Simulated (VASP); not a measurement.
A run of VASP 6.6.1 is set up as follows.

The input POSCAR:

```
GaAs
1.0
    0.0000000000      2.8334677908      2.8334677908
    2.8334677908      0.0000000000      2.8334677908
    2.8334677908      2.8334677908      0.0000000000
Ga As
1 1
Direct
    0.0000000000      0.0000000000      0.0000000000
    0.7500000000      0.7500000000      0.7500000000
```

File INCAR.step1:

```
SYSTEM = GaAs
  ALGO = Normal
  EDIFF = 1E-4
  ENCUT = 600
  GGA = PE
  ISMEAR = 0
  LASPH = .TRUE.
  LCHARG = .FALSE.
  LREAL = .FALSE.
  LWAVE = .TRUE.
  NELM = 100
  PREC = Accurate
  SIGMA = 0.01
```

The input INCAR.step2:

```
SYSTEM = GaAs
  ALGO = Normal
  EDIFF = 1E-6
  EDIFFG = -0.002
  ENCUT = 600
  IBRION = 2
  ISIF = 3
  ISMEAR = 0
  ISTART = 1
  LASPH = .TRUE.
  LCHARG = .FALSE.
  LMIXTAU = .TRUE.
  LREAL = .FALSE.
  LWAVE = .FALSE.
  METAGGA = R2SCAN
  NELM = 100
  NSW = 100
  PREC = Accurate
  PSTRESS = 40.0
  SIGMA = 0.01
```

KPOINTS

```
k-points
0
G
  8 8 8
  0 0 0
```

Potentials or basis: VASP PAW PBE potentials, release 64 (Ga_d, As).

Launch:

```sh
$ cat potpaw_PBE.64/Ga_d/POTCAR potpaw_PBE.64/As/POTCAR > POTCAR
$ cp INCAR.step1 INCAR
$ mpirun -np 1 vasp_std > vasp.out
$ cp INCAR.step2 INCAR
$ mpirun -np 1 vasp_std > vasp.out
```

(1) Predict the space group after relaxing (to 0.1 Å).

(2) Estimate the band gap on the k mesh.

(3) What does it give for the relaxed cell?

## Answers

(1) F-43m (No. 216).

(2) 1.34 eV.

(3) a = 3.943 Å, b = 3.943 Å, c = 3.943 Å, α = 60.00°, β = 60.00°, γ = 60.00°.

Caveat: the cell is relaxed towards a set pressure, so the run minimises the enthalpy, not the energy.
